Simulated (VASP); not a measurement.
A run of VASP 6.6.1:

Contents of INCAR:

```
SYSTEM = LiCl
PREC = Accurate
ENCUT = 520
EDIFF = 1E-6
ISMEAR = 0
SIGMA = 0.01
LREAL = .FALSE.
LASPH = .TRUE.
NELM = 80
ALGO = Normal
ISIF = 2
LWAVE = .FALSE.
LCHARG = .TRUE.
GGA = PE
LELF = .TRUE.
LVHAR = .TRUE.
NBANDS = 12
```

The input KPOINTS:

```
Automatic mesh
0
G
  6 6 6
  0 0 0
```

File POSCAR:

```
LiCl
1.0
    0.0000000000      2.5560369926      2.5560369926
    2.5560369926      0.0000000000      2.5560369926
    2.5560369926      2.5560369926      0.0000000000
Li Cl
1 1
Direct
    0.0000000000      0.0000000000      0.0000000000
    0.5000000000      0.5000000000      0.5000000000
```

Potentials or basis: VASP PAW PBE potentials, release 64 (Li_sv, Cl).

The run is started by

```sh
$ cat potpaw_PBE.64/Li_sv/POTCAR potpaw_PBE.64/Cl/POTCAR > POTCAR
$ mpirun -np 1 vasp_std > vasp.out
```

Hardware: 1 thread of Intel(R) Xeon(R) 6975P-C (Granite Rapids) (shared host).

Q: Estimate the wall time of this run.

A: Run time: 3.5 s on 1 thread of Intel(R) Xeon(R) 6975P-C (Granite Rapids) (shared host), peak memory 0.14 GiB. Counts: scf iterations 12, k points 16.
